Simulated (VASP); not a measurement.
## Sb: single point with PBEsol

Crystal: Sb.

```xyz
2
Lattice="3.1224 -0.0624 0.0000 -0.0870 4.3475 0.0000 -0.0389 0.0008 4.4059" Properties=species:S:1:pos:R:3 pbc="T T T"
Sb    0.0044    1.0864    1.0625
Sb    2.9921    3.1995    3.3433
```

- Program: VASP 6.6.1
- Task: single point
- Functional: PBEsol
- Potentials or basis: VASP PAW PBE potentials, release 64 (Sb)
- Cutoff: 500 eV
- k mesh: 9 × 6 × 6
- Occupations: fermi-dirac, width 0.05 eV
- Spin: no spin polarisation

```json
{"Pressure": "-2.1 GPa", "Largest force": "0.052 eV/Å", "Band gap on the k mesh": "zero (band 5 reaches 12.03 eV, above the bottom of band 6 at 3.80 eV)"}
```

Forces on the atoms (eV/Å):
```
Sb  -0.029 -0.003  0.043
Sb   0.029  0.003 -0.043
```

Stress tensor (GPa, compression positive):
```
-1.85  0.52  0.07
 0.52 -2.33  0.07
 0.07  0.07 -2.16
```

Levels at points of the mesh, in eV from the Fermi level:
```
           k point  band 2  band 3  band 4  band 5  band 6  band 7  band 8  band 9
(0.00, 0.00, 0.00)   -7.43   -3.69   -3.55    1.96    2.96    3.24    3.34    6.60
(0.00, 0.50, 0.00)  -10.70   -1.54   -1.54   -0.98   -0.97    4.59    4.68    8.04
(0.00, 0.00, 0.50)  -10.52   -1.63   -1.10   -1.00   -0.84    4.46    4.83    7.69
(0.00, 0.50, 0.50)  -10.05   -5.69   -5.69    4.96    4.97    5.28    5.29    8.89
```

Wall time 78 s on 1 thread of AMD EPYC 7R13, on a shared host, peak memory 0.2 GiB.

Caveat: the PAW data sets were made with another functional, which shifts forces and pressure a little; spin-orbit coupling is left out, which moves the levels of the heavy elements.
